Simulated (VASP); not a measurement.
# Au (P4/nmm) in VASP: a series of runs, part 2 of 2

VASP 6.6.1. The steps go on from the part before.

### Step 4. Single point, PBEsol (atoms displaced along a vibrational mode)

Input file INCAR:

```
PREC = Accurate
ENCUT = 520
EDIFF = 1E-6
ISMEAR = 0
SIGMA = 0.15
LREAL = F
LASPH = T
NELM = 80
ALGO = Fast
ISIF = 2
LWAVE = F
LCHARG = F
GGA = PS
NBANDS = 18
```

Input file KPOINTS:

```
Automatic mesh
0
Gamma
  14 14 14
```

Input file POSCAR:

```
Au
1.0
    0.0000000000     -3.3145380000      0.0000000000
   -3.3145380000      0.0000000000      0.0000000000
    0.0000000000      0.0000000000     -3.3145380000
Au
2
Direct
    0.4698298828      0.5000000000      0.5000000000
    0.0301701172      0.0000000000      0.0000000000
```

Potentials or basis: VASP PAW PBE potentials, release 64 (Au).

On the command line:

```console
> cat potpaw_PBE.64/Au/POTCAR > POTCAR
> mpirun -np 1 vasp_std > vasp.out
```

OUTCAR:

```text
PREC = Accurate
   ENCUT = 520
   EDIFF = 1E-6
   ISMEAR = 0
   LREAL = F
   LASPH = T
   NELM = 80
   ISIF = 2
   GGA = PS

 ion  position               nearest neighbor table
   1  0.470  0.500  0.500-   2 2.76   2 2.76   2 2.76   2 2.76   2 2.99   2 2.99   2 2.99   2 2.99

   2  0.030  0.000  0.000-   1 2.76   1 2.76   1 2.76   1 2.76   1 2.99   1 2.99   1 2.99   1 2.99

  LATTYP: Found a simple cubic cell.
 ALAT       =     3.3145380000

  Lattice vectors:

 A1 = (   0.0000000000,  -3.3145380000,   0.0000000000)
 A2 = (  -3.3145380000,   0.0000000000,   0.0000000000)
 A3 = (   0.0000000000,   0.0000000000,  -3.3145380000)

Analysis of symmetry for initial positions (statically):
=====================================================================
 Subroutine PRICEL returns:
 Original cell was already a primitive cell.

 Routine SETGRP: Setting up the symmetry group for a
 simple cubic supercell.

[... 165 lines left out ...]
  ---------------------------------------------------
  free energy    TOTEN  =        -7.64178806 eV

  energy without entropy =       -7.63597924  energy(sigma->0) =       -7.63888365

 E-fermi :   8.2305     XC(G=0): -12.4860

 val. band max:        8.2302636670   @ k =   0.0000   0.4286   0.2857
 cond. band min:       8.2305157916   @ k =   0.4286   0.2857   0.0000
 fundamental gap:      0.0002521246
 Fermi energy:         8.2304969069

 k-point     1 :       0.0000    0.0000    0.0000
  band No.  band energies     occupation
      1      -1.0212      2.00000
      2       1.8760      2.00000
      3       2.0082      2.00000
      4       3.5767      2.00000
      5       3.7518      2.00000
      6       3.7518      2.00000
[... 481 lines left out ...]
      5       3.8407      2.00000
      6       4.1823      2.00000
[... 10 lines left out ...]
     17      23.3670      0.00000
     18      24.3620      0.00000

 [... further k-points ...]

------------------------ aborting loop because EDIFF is reached ----------------------------------------

  FORCE on cell =-STRESS in cart. coord.  units (eV):
  Direction    XX          YY          ZZ          XY          YZ          ZX
  --------------------------------------------------------------------------------------
  -------------------------------------------------------------------------------------
  Total       -1.4291509     -1.9505232     -1.4291509     -0.0000000      0.0000000      0.0000000
  in kB      -62.8810330    -85.8208288    -62.8810330     -0.0000000      0.0000000      0.0000000
  external PRESSURE =     -70.5276316 kB  Pullay stress =       0.0000000 kB

 VOLUME and BASIS-vectors are now :
 -----------------------------------------------------------------------------
  energy-cutoff  :      520.00
  volume of cell :       36.41
      direct lattice vectors                 reciprocal lattice vectors
     0.000000000 -3.314538000  0.000000000     0.000000000 -0.301701172  0.000000000
    -3.314538000  0.000000000  0.000000000    -0.301701172  0.000000000  0.000000000
     0.000000000  0.000000000 -3.314538000     0.000000000  0.000000000 -0.301701172

 POSITION                                       TOTAL-FORCE (eV/Angst)
 -----------------------------------------------------------------------------------
     -1.65727     -1.55727     -1.65727         0.000000     -0.923954      0.000000
      0.00000     -0.10000      0.00000         0.000000      0.923954     -0.000000
 -----------------------------------------------------------------------------------
    total drift:                                0.000000      0.000000      0.000000

  FREE ENERGIE OF THE ION-ELECTRON SYSTEM (eV)
  ---------------------------------------------------
  free  energy   TOTEN  =        -7.6417880582 eV

  energy  without entropy=       -7.6359792425  energy(sigma->0) =       -7.63888365
```

It took 88 s on 1 thread of Intel Xeon 6975P-C (Granite Rapids), shared host; peak memory 0.27 GiB.

What came out:

| Quantity | Value |
| --- | --- |
| Free energy | -7.6418 eV |
| Pressure | -7.1 GPa |
| Largest force | 0.924 eV/Å |
| Band gap on the k mesh | zero (bands 11 and 12 overlap by 4.75 eV) |

Forces on the atoms (eV/Å):
```
Au   0.000 -0.924  0.000
Au   0.000  0.924  0.000
```

Caveat: the cell differs from its parent crystal (atoms displaced along a vibrational mode); the cell stands under tension; the PAW data sets were made with another functional, which shifts forces and pressure a little; spin-orbit coupling is left out, which moves the levels of the heavy elements.

### Step 5. Single point, PBEsol (atoms displaced along a vibrational mode)

Input file INCAR:

```
SYSTEM = Au
PREC = Accurate
ENCUT = 520
EDIFF = 1E-6
ISMEAR = 0
SIGMA = 0.15
LREAL = .FALSE.
LASPH = .TRUE.
NELM = 80
ALGO = Fast
ISIF = 2
LWAVE = .FALSE.
LCHARG = .FALSE.
GGA = PS
NBANDS = 18
```

Input file KPOINTS:

```
regular mesh
0
G
  14 14 14
  0 0 0
```

Input file POSCAR:

```
Au
1.0
    0.0000000000     -3.3145380000      0.0000000000
   -3.3145380000      0.0000000000      0.0000000000
    0.0000000000      0.0000000000     -3.3145380000
Au
2
Direct
    0.5527977051      0.5000000000      0.5000000000
   -0.0527977051      0.0000000000      0.0000000000
```

On the command line:

```console
> cat potpaw_PBE.64/Au/POTCAR > POTCAR
> mpirun -np 1 vasp_std > vasp.out
```

Wall time 93 s (1 thread of Intel Xeon 6975P-C (Granite Rapids), shared host); peak memory 0.27 GiB.

The run converged. Its results:

| Property | Result |
| --- | --- |
| Free energy | -7.4545 eV |
| Pressure | -2.2 GPa |
| Largest force | 1.567 eV/Å |
| Band gap on the k mesh | zero (bands 11 and 12 overlap by 4.85 eV) |

Forces in eV/Å, atoms in the order of the input:
```
Au   0.000  1.567  0.000
Au   0.000 -1.567  0.000
```

Stress tensor (GPa, compression positive):
```
 0.08  0.00  0.00
 0.00 -6.74  0.00
 0.00  0.00  0.08
```

Levels at points of the mesh, in eV from the Fermi level:
```csv
k point,band 9,band 10,band 11,band 12,band 13,band 14
"(0.00, 0.00, 0.00)",-2.01,-2.01,-1.47,6.24,6.24,7.03
"(0.50, 0.00, 0.00)",-3.65,-2.30,-2.19,-1.22,11.40,12.00
"(0.00, 0.50, 0.00)",-2.53,-2.53,-1.86,-1.86,10.95,10.95
"(0.50, 0.50, 0.00)",-1.33,-1.33,-0.44,-0.44,3.19,3.19
"(0.00, 0.50, 0.50)",-1.87,-1.87,-0.38,-0.38,3.31,3.31
"(0.50, 0.50, 0.50)",-2.58,-2.58,2.81,2.81,5.47,5.47
```

Caveat: the cell differs from its parent crystal (atoms displaced along a vibrational mode); the PAW data sets were made with another functional, which shifts forces and pressure a little; spin-orbit coupling is left out, which moves the levels of the heavy elements.

### Step 6. Overview

| cell | further INCAR settings | gap on the mesh (eV) | pressure (GPa) | largest force (eV/Å) |
| --- | --- | --- | --- | --- |
| as given, atomic positions A | ALGO = Fast; EDIFF = 1e-07; NBANDS = 18 | none | 0.0 | 1.77 |
| as given, atomic positions B | ALGO = Fast; EDIFF = 1e-06; NBANDS = 18 | none | -4.1 | 1.36 |
| as given, atomic positions C | ALGO = Fast; EDIFF = 1e-06; NBANDS = 18 | none | -7.1 | 0.92 |
| as given, atomic positions D | ALGO = Fast; EDIFF = 1e-06; NBANDS = 18 | none | -2.2 | 1.57 |

Alike in all rows: task single point; level PBEsol; potentials or basis VASP PAW PBE potentials, release 64 (Au); no spin polarisation; k mesh 14 × 14 × 14; cutoff (eV) 520; smearing gaussian 0.15 eV.

Caveats: the PAW data sets were made with another functional, which shifts forces and pressure a little; spin-orbit coupling is left out, which moves the levels of the heavy elements; the cell stands under tension (at least some runs).

Total energies depend on the potentials used, so only differences within one code and one set of settings carry meaning.
